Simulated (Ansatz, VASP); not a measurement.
## One calculation of Bi2Se3, two programs

Contents of INCAR:

```
SYSTEM = Bi2Se3
ALGO = Normal
EDIFF = 1E-6
ENCUT = 520
GGA = PE
ISIF = 2
ISMEAR = 0
LASPH = .TRUE.
LCHARG = .TRUE.
LELF = .TRUE.
LREAL = .FALSE.
LVHAR = .TRUE.
LWAVE = .FALSE.
NBANDS = 32
NELM = 80
PREC = Accurate
SIGMA = 0.05
```

The input KPOINTS:

```
k-points
0
G
  6 6 6
  0 0 0
```

File POSCAR:

```
Bi2Se3
1.0
    2.0936564891      1.2087731376     10.4340296434
   -2.0936564891      1.2087731376     10.4340296434
    0.0000000000     -2.4175462751     10.4340296434
Bi Se
2 3
Direct
    0.4048275630      0.3931200930      0.3888348615
    0.5951724370      0.6068799070      0.6111651385
    0.0000000000      0.0000000000      0.0000000000
    0.2529942951      0.2124657680      0.1976312975
    0.7470057049      0.7875342320      0.8023687025
```

Input for Ansatz:

```yaml
crystal:
  lattice:
    - [2.0936564891, 1.2087731376, 10.4340296434]
    - [-2.0936564891, 1.2087731376, 10.4340296434]
    - [0.0, -2.4175462751, 10.4340296434]
  atoms:
    - { symbol: Bi, position: [0.404827563, 0.393120093, 0.3888348615] }
    - { symbol: Bi, position: [0.595172437, 0.606879907, 0.6111651385] }
    - { symbol: Se, position: [0.0, 0.0, 0.0] }
    - { symbol: Se, position: [0.2529942951, 0.212465768, 0.1976312975] }
    - { symbol: Se, position: [0.7470057049, 0.787534232, 0.8023687025] }
basis:
  ecutwfc: 420
kpoints:
  mp_grid: { grid: [6, 6, 6] }
hamiltonian:
  xc: pbe
scf:
  occupations: { method: gaussian, width: 0.05 }
output:
  forces: true
  stress: true
  eigenvalues: true
```

Change from the starting cell: mode 9 (126.3 1/cm) frozen in, largest displacement -0.120 Å.

Alike in both runs: task single point; functional PBE; k mesh 6 × 6 × 6; occupations gaussian, width 0.05 eV; no spin polarisation.

|  | VASP | Ansatz |
| --- | --- | --- |
| version | VASP 6.6.1 | Ansatz 0.2.0 |
| potentials or method | VASP PAW PBE potentials, release 64 (Bi_d, Se), cutoff 520 eV | scalar-relativistic, plane waves, PAW |
| valence electrons in the cell | 48 | 78 |

Ansatz gave:

```
gap on the k mesh at the Fermi level (eV)                     : 0.66
least direct gap on the mesh (eV)                             : 0.71
pressure (GPa)                                                : 0.2
traceless stress, the component that is largest in VASP (GPa) : 1.55
rms of the force components (eV/Å)                            : 0.237
```

**Question.** What did VASP give for the same quantities?

**Answer.** gap on the k mesh at the Fermi level (eV): 0.66; least direct gap on the mesh (eV): 0.71; pressure (GPa): 0.3; traceless stress, the component that is largest in VASP (GPa): 1.56; rms of the force components (eV/Å): 0.240.

Atom by atom the forces differ by 0.006 eV/Å (rms over components). VASP's potentials hold 48 valence electrons a cell and Ansatz's 78, so a difference there can come from the potentials and not from the codes.

Spin-orbit coupling is off throughout.
